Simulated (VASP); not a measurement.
# BN (P6_3mc) in VASP: notebook

BN is run at these levels: r2SCAN; tasks: single point.

Everything below comes from runs of VASP 6.6.1. Logs are shortened: lines on timing, memory, paths and dates and some standing lists are left out, and cuts for length are marked.

## Step 1: The cell of the first run

It takes space group P6_3mc (No. 186, hexagonal). Conventional cell: a = 2.437 Å, b = 2.437 Å, c = 4.035 Å, α = 90.00°, β = 90.00°, γ = 120.00°. B (site symmetry 3m) has 4 N at 1.50 to 1.51 Å within 2.0 Å. N (site symmetry 3m) has 4 B at 1.50 to 1.51 Å within 2.0 Å.

## Step 2: Single point, r2SCAN (volume scaled by 0.88, then relaxed in part)

POSCAR

```
BN
1.0
    2.4369676237      0.0000000000      0.0000000000
   -1.2184838119      2.1104758703      0.0000000000
    0.0000000000      0.0000000000      4.0351096715
B N
2 2
Direct
    0.6666666667      0.3333333333      0.9993460204
    0.3333333333      0.6666666667      0.4993460204
    0.6666666667      0.3333333333      0.6256539796
    0.3333333333      0.6666666667      0.1256539796
```

INCAR.step1

```
  PREC = Accurate
  ENCUT = 520
  ISMEAR = 0
  SIGMA = 0.02
  LREAL = False
  LASPH = True
  NELM = 100
  NBANDS = 16
  GGA = PE
  ALGO = Normal
  EDIFF = 1E-4
  LWAVE = True
  LCHARG = False
```

INCAR.step2

```
  PREC = Accurate
  ENCUT = 520
  EDIFF = 1E-7
  ISMEAR = 0
  SIGMA = 0.02
  LREAL = False
  LASPH = True
  NELM = 100
  ALGO = Normal
  ISIF = 2
  LWAVE = False
  LCHARG = False
  METAGGA = R2SCAN
  LMIXTAU = True
  NBANDS = 16
  ISTART = 1
```

KPOINTS

```
regular mesh
0
Gamma
  12 12 6
```

Potentials or basis: VASP PAW PBE potentials, release 64 (B, N).

Launch:

```
$ cat potpaw_PBE.64/B/POTCAR potpaw_PBE.64/N/POTCAR > POTCAR
$ cp INCAR.step1 INCAR
$ mpirun -np 1 vasp_std > vasp.out
$ cp INCAR.step2 INCAR
$ mpirun -np 1 vasp_std > vasp.out
```

OUTCAR:

```text
PREC = Accurate
   ENCUT = 520
   EDIFF = 1E-7
   ISMEAR = 0
   LREAL = False
   LASPH = True
   NELM = 100
   ISIF = 2
   METAGGA = R2SCAN
   ISTART = 1

 ion  position               nearest neighbor table
   1  0.667  0.333  0.999-   4 1.50   4 1.50   4 1.50   3 1.51
   2  0.333  0.667  0.499-   3 1.50   3 1.50   3 1.50   4 1.51
   3  0.667  0.333  0.626-   2 1.50   2 1.50   2 1.50   1 1.51
   4  0.333  0.667  0.126-   1 1.50   1 1.50   1 1.50   2 1.51

  LATTYP: Found a hexagonal cell.
 ALAT       =     2.4369676237
 C/A-ratio  =     1.6557912515

  Lattice vectors:

 A1 = (   2.4369676237,   0.0000000000,   0.0000000000)
 A2 = (  -1.2184838119,   2.1104758703,   0.0000000000)
 A3 = (   0.0000000000,   0.0000000000,   4.0351096715)

Analysis of symmetry for initial positions (statically):
=====================================================================
 Subroutine PRICEL returns:
 Original cell was already a primitive cell.

 Routine SETGRP: Setting up the symmetry group for a
 hexagonal supercell.

 Subroutine GETGRP returns: Found 12 space group operations
 (whereof  6 operations were pure point group operations)
 out of a pool of 24 trial point group operations.

The static configuration has the point symmetry C_3v.
 The point group associated with its full space group is C_6v.

Analysis of symmetry for dynamics (positions and initial velocities):
=====================================================================
 Subroutine PRICEL returns:
 Original cell was already a primitive cell.

 Routine SETGRP: Setting up the symmetry group for a
 hexagonal supercell.

 Subroutine GETGRP returns: Found 12 space group operations
 (whereof  6 operations were pure point group operations)
 out of a pool of 24 trial point group operations.

The dynamic configuration has the point symmetry C_3v.
 The point group associated with its full space group is C_6v.

 Subroutine INISYM returns: Found 12 space group operations
 (whereof  6 operations are pure point group operations),
 and found     1 'primitive' translations

----------------------------------------------------------------------------------------

                                     Primitive cell

  volume of cell :      20.7532

  direct lattice vectors                    reciprocal lattice vectors
     2.436967624  0.000000000  0.000000000     0.410346034  0.236913393  0.000000000
    -1.218483812  2.110475870  0.000000000     0.000000000  0.473826787  0.000000000
     0.000000000  0.000000000  4.035109671     0.000000000  0.000000000  0.247824739

  length of vectors
     2.436967624  2.436967624  4.035109671     0.473826787  0.473826787  0.247824739

  position of ions in fractional coordinates (direct lattice)
     0.666666667  0.333333333  0.999346020
     0.333333333  0.666666667  0.499346020
     0.666666667  0.333333333  0.625653980
     0.333333333  0.666666667  0.125653980

  ion indices of the primitive-cell ions
   primitive index   ion index
                 1           1
                 2           2
                 3           3
                 4           4

----------------------------------------------------------------------------------------

 KPOINTS: regular mesh

Automatic generation of k-mesh.
 Grid dimensions read from file:
 generate k-points for:   12   12    6

 Generating k-lattice:

  Cartesian coordinates                     Fractional coordinates (reciprocal lattice)
     0.034195503  0.019742783  0.000000000     0.083333333  0.000000000  0.000000000
     0.000000000  0.039485566  0.000000000     0.000000000  0.083333333  0.000000000
     0.000000000  0.000000000  0.041304123     0.000000000  0.000000000  0.166666667

  Length of vectors
     0.039485566  0.039485566  0.041304123

  Shift w.r.t. Gamma in fractional coordinates (k-lattice)
     0.000000000  0.000000000  0.000000000

 Subroutine IBZKPT returns following result:
 ===========================================

 Found     76 irreducible k-points:

 Following reciprocal coordinates:
            Coordinates               Weight
  0.000000  0.000000  0.000000      1.000000
  0.083333  0.000000  0.000000      6.000000
  0.166667  0.000000  0.000000      6.000000
  0.250000 -0.000000  0.000000      6.000000
  0.333333  0.000000  0.000000      6.000000
  0.416667  0.000000  0.000000      6.000000
[... 16 lines left out ...]
  0.250000 -0.000000  0.166667     12.000000
  0.333333  0.000000  0.166667     12.000000
 [... further k-points ...]
   k-points           NKPTS =     76   k-points in BZ     NKDIM =     76   number of bands    NBANDS=     16
   number of dos      NEDOS =    301   number of ions     NIONS =      4
   total plane-waves  NPLWV =   9720
   dimension x,y,z NGX =    18 NGY =   18 NGZ =   30
   dimension x,y,z NGXF=    36 NGYF=   36 NGZF=   60
   ions per type =               2   2
   NGX,Y,Z   is equivalent  to a cutoff of  12.28, 12.28, 12.36 a.u.
   NGXF,Y,Z  is equivalent  to a cutoff of  24.56, 24.56, 24.72 a.u.
 SYSTEM =  unknown system
   PREC   = accura    normal or accurate (medium, high low for compatibility)
   ISTART =      1    job   : 0-new  1-cont  2-samecut
   ICHARG =      0    charge: 1-file 2-atom 10-const
   ISPIN  =      1    spin polarized calculation?
   LNONCOLLINEAR =      F non collinear calculations
   LSORBIT =      F    spin-orbit coupling
   LASPH  =      T    aspherical Exc in radial PAW
   ENCUT  =  520.0 eV  38.22 Ry    6.18 a.u.   4.53  4.53  7.50*2*pi/ulx,y,z
   NELM   =    100;   NELMIN=  2; NELMDL=  0     # of ELM steps
   EDIFF  = 0.1E-06   stopping-criterion for ELM
   LREAL  =      F    real-space projection
   EDIFFG = 0.1E-05   stopping-criterion for IOM
   NSW    =      0    number of steps for IOM
   IBRION =     -1    ionic relax: 0-MD 1-quasi-New 2-CG
   NFREE  =      0    steps in history (QN), initial steepest desc. (CG)
   ISIF   =      2    stress and relaxation
   ISYM   =      2    0-nonsym 1-usesym 2-fastsym
   POTIM  = 0.5000    time-step for ionic-motion
   TEBEG  =    0.0;   TEEND  =   0.0 temperature during run
   PSTRESS=    0.0 pullay stress
   NELECT =      16.0000    total number of electrons
   NUPDOWN=      -1.0000    fix difference up-down
   EMIN   =  10.00;   EMAX   =-10.00  energy-range for DOS
   EFERMI =   0.00;   METHOD = LEGACY
   ISMEAR =     0;   SIGMA  =   0.02  broadening in eV -4-tet -1-fermi 0-gaus
   EFERMI_NEDOS =   21; number of points for ismear=-14 and -15
   IALGO  =     38    algorithm
   IMIX   =      4    mixing-type and parameters
     AMIX     =   0.40;   BMIX     =  1.00
     AMIX_MAG =   1.60;   BMIX_MAG =  1.00
  volume/ion in A,a.u.               =       5.19        35.01
  Fermi-wavevector in a.u.,A,eV,Ry     =   1.501135  2.836733 30.659441  2.253405
  Thomas-Fermi vector in A             =   2.612545
   LORBIT       =      0    0 simple, 1 ext, 2 COOP (PROOUT), +10 PAW based schemes
   METAGGA = R2SCAN    functional components
   LHFCALC =     F    Hartree Fock is set to
   AEXX    =    0.0000 exact exchange contribution
   IVDW    =     0    specifies the selected vdW correction
   LEPSILON=     F    determine dielectric tensor
   LRPA    =     F    only Hartree local field effects (RPA)
 non-spin polarized calculation
 Gauss-broadening in eV      SIGMA  =   0.02
  energy-cutoff  :      520.00
  volume of cell :       20.75
 maximum number of plane-waves:       580
   NGX =  9   NGY =  9   NGZ = 15

 number of electron      16.0000003 magnetization

 Free energy of the ion-electron system (eV)
  ---------------------------------------------------
  ext. energy  EPLUGINS =         0.00000000
  ---------------------------------------------------
  free energy    TOTEN  =       -37.73030218 eV

  energy without entropy =      -37.73030218  energy(sigma->0) =      -37.73030218

 E-fermi :   9.3647     XC(G=0): -14.3381

 val. band max:        9.1403113522   @ k =   0.0000   0.0000   0.0000
 cond. band min:      14.5673180528   @ k =   0.3333   0.3333   0.0000
 fundamental gap:      5.4270067007
 Fermi energy:         9.3646616669

 k-point     1 :       0.0000    0.0000    0.0000
  band No.  band energies     occupation
      1     -13.9710      2.00000
      2      -9.1065      2.00000
      3      -3.5419      2.00000
      4       6.6246      2.00000
      5       6.6246      2.00000
      6       8.7501      2.00000
[... 8 lines left out ...]
     15      22.9145      0.00000
     16      28.3421      0.00000

 k-point     2 :       0.0833    0.0000    0.0000
  band No.  band energies     occupation
      1     -13.7977      2.00000
      2      -8.9701      2.00000
      3      -3.3722      2.00000
      4       5.8388      2.00000
      5       6.2838      2.00000
      6       8.4896      2.00000
[... 8 lines left out ...]
     15      23.5023      0.00000
     16      27.9525      0.00000

 k-point     3 :       0.1667    0.0000    0.0000
  band No.  band energies     occupation
      1     -13.2820      2.00000
      2      -8.5785      2.00000
      3      -2.8695      2.00000
      4       3.9376      2.00000
      5       5.4909      2.00000
      6       6.9034      2.00000
[... 8 lines left out ...]
     15      24.8957      0.00000
     16      26.7386      0.00000

 k-point     4 :       0.2500   -0.0000    0.0000
  band No.  band energies     occupation
      1     -12.4413      2.00000
      2      -8.0009      2.00000
      3      -2.0583      2.00000
      4       1.6748      2.00000
      5       4.6111      2.00000
      6       4.8838      2.00000
[... 8 lines left out ...]
     15      26.7599      0.00000
     16      27.4417      0.00000
[... 324 lines left out ...]
 k-point    22 :       0.1667    0.0000    0.1667
  band No.  band energies     occupation
      1     -13.0950      2.00000
      2      -9.2296      2.00000
      3      -1.9128      2.00000
      4       4.1033      2.00000
      5       5.6461      2.00000
      6       6.4006      2.00000
[... 8 lines left out ...]
     15      24.9611      0.00000
     16      27.0436      0.00000

 k-point    23 :       0.2500   -0.0000    0.1667
  band No.  band energies     occupation
      1     -12.2594      2.00000
      2      -8.5836      2.00000
      3      -1.2611      2.00000
      4       1.9149      2.00000
      5       4.3790      2.00000
      6       4.7747      2.00000
[... 8 lines left out ...]
     15      26.3341      0.00000
     16      27.6373      0.00000

 k-point    24 :       0.3333    0.0000    0.1667
  band No.  band energies     occupation
      1     -11.1457      2.00000
      2      -7.8788      2.00000
      3      -1.0848      2.00000
      4       0.5842      2.00000
      5       2.3069      2.00000
      6       4.0438      2.00000
[... 8 lines left out ...]
     15      28.0893      0.00000
     16      28.7433      0.00000

 [... further k-points ...]
[... 5 lines left out ...]
  --------------------------------------------------------------------------------------
  -------------------------------------------------------------------------------------
  Total        8.3833942      8.3833942      8.3861539     -0.0000000      0.0000000     -0.0000000
  in kB      647.2096401    647.2096401    647.4226937     -0.0000000      0.0000000     -0.0000000
  external PRESSURE =     647.2806580 kB  Pullay stress =       0.0000000 kB

 VOLUME and BASIS-vectors are now :
 -----------------------------------------------------------------------------
  energy-cutoff  :      520.00
  volume of cell :       20.75
      direct lattice vectors                 reciprocal lattice vectors
     2.436967624  0.000000000  0.000000000     0.410346034  0.236913393  0.000000000
    -1.218483812  2.110475870  0.000000000     0.000000000  0.473826787  0.000000000
     0.000000000  0.000000000  4.035109671     0.000000000  0.000000000  0.247824739

 POSITION                                       TOTAL-FORCE (eV/Angst)
 -----------------------------------------------------------------------------------
      1.21848      0.70349      4.03247        -0.000000      0.000000     -0.006463
     -0.00000      1.40698      2.01492         0.000000     -0.000000     -0.006463
      1.21848      0.70349      2.52458        -0.000000     -0.000000      0.006463
     -0.00000      1.40698      0.50703         0.000000      0.000000      0.006463
 -----------------------------------------------------------------------------------
    total drift:                               -0.000000     -0.000000     -0.000581

  FREE ENERGIE OF THE ION-ELECTRON SYSTEM (eV)
  ---------------------------------------------------
  free  energy   TOTEN  =       -37.7303021781 eV

  energy  without entropy=      -37.7303021781  energy(sigma->0) =      -37.73030218
```

Run time: 85 s. Hardware: 1 thread of Intel Xeon 6975P-C (Granite Rapids), shared host; peak memory 0.14 GiB.

What came out:

| Property | Result |
| --- | --- |
| Free energy | -37.7303 eV |
| Pressure | 64.7 GPa |
| Largest force | 0.006 eV/Å |
| Band gap on the k mesh | 5.43 eV, indirect (least direct gap 9.58 eV) |

Forces on the atoms (eV/Å):
```
B    0.000  0.000 -0.006
B    0.000  0.000 -0.006
N    0.000  0.000  0.006
N    0.000  0.000  0.006
```

Levels at points of the mesh, in eV from the valence-band top:
| k point | band 4 | band 5 | band 6 | band 7 | band 8 | band 9 | band 10 | band 11 | band 12 | band 13 |
| --- | --- | --- | --- | --- | --- | --- | --- | --- | --- | --- |
| (0.00, 0.00, 0.00) | -2.52 | -2.52 | -0.39 | 0.00 | 0.00 | 9.59 | 9.59 | 10.02 | 11.92 | 13.70 |
| (0.50, 0.00, 0.00) | -9.00 | -8.04 | -5.91 | -5.27 | -2.49 | 7.78 | 8.97 | 12.00 | 13.36 | 15.57 |
| (0.00, 0.00, 0.50) | -6.61 | -1.40 | -1.40 | -1.40 | -1.40 | 11.38 | 11.38 | 11.38 | 11.38 | 11.49 |
| (0.50, 0.00, 0.50) | -11.60 | -4.47 | -4.47 | -4.24 | -4.24 | 7.66 | 7.66 | 11.62 | 11.62 | 16.61 |

Caveat: the PAW data sets were made with another functional, which shifts forces and pressure a little. A k mesh can miss the band edges.

## Step 3: Single point, r2SCAN (volume scaled by 0.91, then relaxed in part)

POSCAR

```
BN
1.0
    2.4646781176      0.0000000000      0.0000000000
   -1.2323390588      2.1344738621      0.0000000000
    0.0000000000      0.0000000000      4.0793706177
B N
2 2
Direct
    0.6666666667      0.3333333333      0.9994541167
    0.3333333333      0.6666666667      0.4994541167
    0.6666666667      0.3333333333      0.6255458833
    0.3333333333      0.6666666667      0.1255458833
```

INCAR.step1

```
SYSTEM = BN
ALGO = Normal
EDIFF = 1E-4
ENCUT = 520
GGA = PE
ISMEAR = 0
LASPH = .TRUE.
LCHARG = .FALSE.
LREAL = .FALSE.
LWAVE = .TRUE.
NBANDS = 16
NELM = 60
PREC = Accurate
SIGMA = 0.02
```

INCAR.step2

```
SYSTEM = BN
ALGO = Normal
EDIFF = 1E-7
ENCUT = 520
ISIF = 2
ISMEAR = 0
ISTART = 1
LASPH = .TRUE.
LCHARG = .TRUE.
LELF = .TRUE.
LMIXTAU = .TRUE.
LREAL = .FALSE.
LVHAR = .TRUE.
LWAVE = .FALSE.
METAGGA = R2SCAN
NBANDS = 16
NELM = 60
PREC = Accurate
SIGMA = 0.02
```

KPOINTS

```
k-points
0
G
  12 12 6
  0 0 0
```

Potentials or basis: VASP PAW PBE potentials, release 64 (B, N).

Launch:

```
$ cat potpaw_PBE.64/B/POTCAR potpaw_PBE.64/N/POTCAR > POTCAR
$ cp INCAR.step1 INCAR
$ mpirun -np 1 vasp_std > vasp.out
$ cp INCAR.step2 INCAR
$ mpirun -np 1 vasp_std > vasp.out
```

OUTCAR:

```text
SYSTEM = BN
   EDIFF = 1E-7
   ENCUT = 520
   ISIF = 2
   ISMEAR = 0
   ISTART = 1
   LASPH = .TRUE.
   LREAL = .FALSE.
   METAGGA = R2SCAN
   NELM = 60
   PREC = Accurate

 ion  position               nearest neighbor table
   1  0.667  0.333  0.999-   4 1.51   4 1.51   4 1.51   3 1.53
   2  0.333  0.667  0.499-   3 1.51   3 1.51   3 1.51   4 1.53
   3  0.667  0.333  0.626-   2 1.51   2 1.51   2 1.51   1 1.53
   4  0.333  0.667  0.126-   1 1.51   1 1.51   1 1.51   2 1.53

  LATTYP: Found a hexagonal cell.
 ALAT       =     2.4646781176
[... 656 lines left out ...]
  Direction    XX          YY          ZZ          XY          YZ          ZX
  --------------------------------------------------------------------------------------
  -------------------------------------------------------------------------------------
  Total        6.0677981      6.0677981      6.0759878      0.0000000      0.0000000     -0.0000000
  in kB      452.9992542    452.9992543    453.6106690      0.0000000      0.0000000     -0.0000000
  external PRESSURE =     453.2030592 kB  Pullay stress =       0.0000000 kB

 VOLUME and BASIS-vectors are now :
 -----------------------------------------------------------------------------
  energy-cutoff  :      520.00
  volume of cell :       21.46
      direct lattice vectors                 reciprocal lattice vectors
     2.464678118  0.000000000  0.000000000     0.405732494  0.234249765  0.000000000
    -1.232339059  2.134473862  0.000000000     0.000000000  0.468499529  0.000000000
     0.000000000  0.000000000  4.079370618     0.000000000  0.000000000  0.245135854

 POSITION                                       TOTAL-FORCE (eV/Angst)
 -----------------------------------------------------------------------------------
      1.23234      0.71149      4.07714        -0.000000     -0.000000     -0.003719
     -0.00000      1.42298      2.03746         0.000000      0.000000     -0.003719
      1.23234      0.71149      2.55183        -0.000000      0.000000      0.003719
     -0.00000      1.42298      0.51215         0.000000     -0.000000      0.003719
 -----------------------------------------------------------------------------------
    total drift:                               -0.000000     -0.000001     -0.000379

  FREE ENERGIE OF THE ION-ELECTRON SYSTEM (eV)
  ---------------------------------------------------
  free  energy   TOTEN  =       -37.9739474615 eV

  energy  without entropy=      -37.9739474615  energy(sigma->0) =      -37.97394746
```

OUTCAR.step1:

```text
SYSTEM = BN
   EDIFF = 1E-4
   ENCUT = 520
   GGA = PE
   ISMEAR = 0
   LASPH = .TRUE.
   LREAL = .FALSE.
   NELM = 60
[... 685 lines left out ...]
     -0.00000      1.42298      2.03746         0.000000     -0.000000     -0.010427
      1.23234      0.71149      2.55183        -0.000000      0.000000      0.010427
     -0.00000      1.42298      0.51215        -0.000000     -0.000000      0.010427
 -----------------------------------------------------------------------------------
    total drift:                               -0.000000     -0.000000      0.000399

  FREE ENERGIE OF THE ION-ELECTRON SYSTEM (eV)
  ---------------------------------------------------
  free  energy   TOTEN  =       -34.4890279604 eV

  energy  without entropy=      -34.4890279604  energy(sigma->0) =      -34.48902796
```

OSZICAR.step1:

```text
N       E                     dE             d eps       ncg     rms          rms(c)
DAV:   1     0.400793527310E+02    0.40079E+02   -0.85455E+03  2432   0.994E+02
DAV:   2    -0.345672718786E+02   -0.74647E+02   -0.69939E+02  3472   0.239E+02
DAV:   3    -0.367633066883E+02   -0.21960E+01   -0.21911E+01  2808   0.374E+01
DAV:   4    -0.367678666946E+02   -0.45600E-02   -0.45598E-02  2960   0.194E+00
DAV:   5    -0.367678770851E+02   -0.10391E-04   -0.10390E-04  2448   0.861E-02    0.103E+01
DAV:   6    -0.347303734224E+02    0.20375E+01   -0.23278E+00  3104   0.140E+01    0.504E+00
DAV:   7    -0.345226739431E+02    0.20770E+00   -0.41369E-01  3184   0.522E+00    0.294E+00
DAV:   8    -0.344898450643E+02    0.32829E-01   -0.56218E-02  2832   0.204E+00    0.277E-01
DAV:   9    -0.344887734644E+02    0.10716E-02   -0.20003E-03  2768   0.539E-01    0.157E-01
DAV:  10    -0.344890229946E+02   -0.24953E-03   -0.40786E-04  2856   0.163E-01    0.251E-02
DAV:  11    -0.344890279604E+02   -0.49657E-05   -0.29845E-05  1384   0.554E-02
   1 F= -.34489028E+02 E0= -.34489028E+02  d E =-.109662E-55
```

Run time: 84 s. Hardware: 1 thread of Intel Xeon 6975P-C (Granite Rapids), shared host; peak memory 0.14 GiB.

What came out:

```
Free energy            : -37.9739 eV
Pressure               : 45.3 GPa
Largest force          : 0.004 eV/Å
Band gap on the k mesh : 5.51 eV, indirect (least direct gap 9.43 eV)
```

Forces in eV/Å, atoms in the order of the input:
```
B    0.000  0.000 -0.004
B    0.000  0.000 -0.004
N    0.000  0.000  0.004
N    0.000  0.000  0.004
```

Caveat: the PAW data sets were made with another functional, which shifts forces and pressure a little. A k mesh can miss the band edges.
